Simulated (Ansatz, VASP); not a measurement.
## Tl: VASP beside Ansatz

```
Tl
1.0
     3.50148    0.00000    0.00000
    -1.75074    3.03237    0.00000
     0.00000    0.00000    5.59771
Tl
2
Direct
  0.66667 0.33333 0.75000
  0.33333 0.66667 0.25000
```

Alike in both runs: task single point; functional r2SCAN; k mesh 9 × 9 × 5; occupations fermi-dirac, width 0.05 eV; no spin polarisation.

|  | VASP | Ansatz |
| --- | --- | --- |
| version | VASP 6.6.1 | Ansatz 0.2.0 |
| potentials or method | VASP PAW PBE potentials, release 64 (Tl_d) | Ansatz PAW |
| plane-wave cutoff (eV) | 520 | 500 |
| valence electrons in the cell | 26 | 26 |

```csv
,VASP,Ansatz,Ansatz less VASP
gap on the k mesh at the Fermi level (eV),none,none,-
pressure (GPa),0.6,0.6,+0.03
"traceless stress, the component that is largest in VASP (GPa)",0.61,0.61,+0.006
```

VASP's potentials were made for PBE, not for r2SCAN. A gap of «none» marks a metal or a gap that the smearing closes.

Spin-orbit coupling is off throughout.
